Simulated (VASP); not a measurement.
Crystal: TiC.

```xyz
2
Lattice="0.0000 2.1657 2.2090 2.1657 0.0000 2.2090 2.1657 2.1657 0.0000" Properties=species:S:1:pos:R:3 pbc="T T T"
Ti    0.0000    0.0000    0.0000
C     2.1657    2.1657    2.2090
```

Base run:

- Program: VASP 6.6.1
- Functional: PBEsol
- Potentials or basis: VASP PAW PBE potentials, release 64 (Ti_sv, C)
- Cutoff: 520 eV
- k mesh: 9 × 9 × 9
- Occupations: fermi-dirac, width 0.05 eV
- Spin: no spin polarisation

Its results: band gap on the k mesh zero (band 8 reaches 9.78 eV, above the bottom of band 9 at 8.68 eV); pressure -10.8 GPa.

The run is repeated on the same cell with these changes: functional from PBEsol to PBE; further incar settings from ALGO = Normal; EDIFF = 1e-07; NBANDS = 15 to ALGO = Normal; EDIFF = 1e-06; NBANDS = 15. What comes out?

Band gap on the k mesh zero (band 8 reaches 9.92 eV, above the bottom of band 9 at 8.78 eV); pressure -4.2 GPa.

Caveats: the PAW data sets were made with another functional, which shifts forces and pressure a little (some runs).
